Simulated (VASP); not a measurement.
**Se: single point with RPBE**

Crystal: Se.

```xyz
1
Lattice="0.0000 2.2193 2.2193 2.2193 0.0000 2.2193 2.2193 2.2193 0.0000" Properties=species:S:1:pos:R:3 pbc="T T T"
Se    0.0000    0.0000    0.0000
```

This isn't the form of Se at room conditions, which is trigonal, of chains.

```yaml
Program: VASP 6.6.1
Task: single point
Functional: RPBE
Potentials_or_basis: VASP PAW PBE potentials, release 64 (Se)
Cutoff: 520 eV
k_mesh: 14 × 14 × 14
Occupations: fermi-dirac, width 0.1 eV
Spin: no spin polarisation
Dipole_correction: no
Further_INCAR_settings: ALGO = Normal; EDIFF = 1e-06; NBANDS = 9
```

| Quantity | Value |
| --- | --- |
| Pressure | -2.2 GPa |
| Band gap on the k mesh | zero (bands 3 and 4 overlap by 4.58 eV) |

Levels at points of the mesh, in eV from the Fermi level:
| k point | band 1 | band 2 | band 3 | band 4 | band 5 | band 6 |
| --- | --- | --- | --- | --- | --- | --- |
| (0.00, 0.00, 0.00) | -15.42 | 2.68 | 2.68 | 2.68 | 10.30 | 11.88 |
| (0.50, 0.00, 0.00) | -12.62 | -6.11 | 1.55 | 1.55 | 8.25 | 11.05 |
| (0.50, 0.50, 0.00) | -11.55 | -5.33 | -0.74 | -0.74 | 5.16 | 6.14 |

It took 12 s on 1 thread of Intel Xeon 8259CL, on a shared host, peak memory 0.15 GiB.

Caveat: the PAW data sets were made with another functional, which shifts forces and pressure a little.
